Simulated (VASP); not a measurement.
Here is a VASP 6.6.1 calculation.

Contents of INCAR:

```
SYSTEM = CdBr
PREC = Accurate
ENCUT = 520
EDIFF = 1E-7
ISMEAR = 0
SIGMA = 0.1
LREAL = .FALSE.
LASPH = .TRUE.
NELM = 100
ALGO = Normal
ISIF = 2
LWAVE = .FALSE.
LCHARG = .TRUE.
GGA = PE
LELF = .TRUE.
LVHAR = .TRUE.
NBANDS = 16
```

The input KPOINTS:

```
Automatic mesh
0
G
  6 6 6
  0 0 0
```

File POSCAR:

```
CdBr
1.0
    0.0000000000      3.0723910300      3.0723910300
    3.0723910300      0.0000000000      3.0723910300
    3.0723910300      3.0723910300      0.0000000000
Cd Br
1 1
Direct
    0.0000000000      0.0000000000      0.0000000000
    0.5000000000      0.5000000000      0.5000000000
```

Potentials or basis: VASP PAW PBE potentials, release 64 (Cd, Br).

The run is started by

```bash
$ cat potpaw_PBE.64/Cd/POTCAR potpaw_PBE.64/Br/POTCAR > POTCAR
$ mpirun -np 1 vasp_std > vasp.out
```

(1) What does it give for the pressure?

Results:

(1) 1.7 GPa.

Caveat: an odd number of electrons without spin polarisation forces a metal; a magnetic or distorted state may lie lower.
